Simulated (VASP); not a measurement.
AgI: single point with PBEsol

AgI:

```xyz
4
Lattice="4.5135 0.0000 0.0000 -2.2568 3.9088 0.0000 0.0000 0.0000 7.4987" Properties=species:S:1:pos:R:3 pbc="T T T"
Ag    2.2568    1.3029    4.7058
Ag    0.0000    2.6059    0.9565
I     2.2568    1.3029    0.0183
I     0.0000    2.6059    3.7677
```

This cell differs from its parent crystal: in-plane strain -0.01.

```json
{
 "Program": "VASP 6.6.1",
 "Task": "single point",
 "Functional": "PBEsol",
 "Potentials or basis": "VASP PAW PBE potentials, release 64 (Ag, I)",
 "Cutoff": "500 eV",
 "k mesh": "6 × 6 × 4",
 "Occupations": "gaussian, width 0.01 eV",
 "Spin": "no spin polarisation",
 "Dipole correction": "no",
 "Further INCAR settings": "ALGO = Normal; EDIFF = 1e-06; NBANDS = 26"
}
```

The pressure is 0.5 GPa and the largest force is 0.084 eV/Å. The band gap on the k mesh is 1.21 eV.

Forces in eV/Å, atoms in the order of the input:
```
Ag   0.000  0.000  0.084
Ag   0.000  0.000  0.084
I    0.000  0.000 -0.084
I    0.000  0.000 -0.084
```

Stress tensor (GPa, compression positive):
```
 0.80  0.00  0.00
 0.00  0.80  0.00
 0.00  0.00 -0.15
```

Levels at points of the mesh, in eV from the valence-band top:
```csv
k point,band 15,band 16,band 17,band 18,band 19,band 20,band 21,band 22
"(0.00, 0.00, 0.00)",-0.74,-0.13,0.00,0.00,1.21,2.54,5.61,5.65
"(0.50, 0.00, 0.00)",-2.40,-1.90,-1.17,-0.80,3.21,3.47,4.59,5.75
"(0.00, 0.00, 0.50)",-0.38,-0.38,-0.38,-0.38,2.55,2.55,5.45,5.45
"(0.50, 0.00, 0.50)",-1.39,-1.39,-1.34,-1.34,3.08,3.08,4.69,4.69
```

Wall time 64 s on 1 thread of Oxide Virtual Turin-like Processor, with other jobs on the host, peak memory 0.24 GiB.

Caveat: the cell differs from its parent crystal (in-plane strain -0.01); the PAW data sets were made with another functional, which shifts forces and pressure a little; spin-orbit coupling is left out, which moves the levels of the heavy elements.
